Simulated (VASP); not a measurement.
Si8C7 (a cell with a defect), 15 atoms in the cell. The cell holds a defect, 15 atoms: a = 6.161 Å, b = 6.161 Å, c = 6.161 Å, α = 60.00°, β = 60.00°, γ = 60.00°.  This cell differs from its parent crystal: atoms taken out, atom 9 moved 0.375 of the way to it and -0.500 Å across, host rigid.

```yaml
Program: VASP 6.6.1
Task: single point
Functional: PBEsol
Potentials_or_basis: VASP PAW PBE potentials, release 64 (Si, C)
Cutoff: 520 eV
k_mesh: 6 × 6 × 6
Occupations: gaussian, width 0.05 eV
Spin: no spin polarisation
Dipole_correction: no
Charge: 4
Further_INCAR_settings: LREAL = Auto; ALGO = Normal; EDIFF = 1e-06; NBANDS = 43; NELECT = 56.0
```

Potentials or basis: VASP PAW PBE potentials, release 64 (Si, C).

Launch:

```sh
$ cat potpaw_PBE.64/Si/POTCAR potpaw_PBE.64/C/POTCAR > POTCAR
$ mpirun -np 1 vasp_std > vasp.out
```

Hardware: 1 thread of Intel(R) Xeon(R) Platinum 8488C (Sapphire Rapids), on a shared host.

Task: How long does it take, and how much memory?

Result: Run time: 15 min on 1 thread of Intel(R) Xeon(R) Platinum 8488C (Sapphire Rapids), on a shared host, peak memory 0.6 GiB. Counts: scf iterations 16, k points 112.
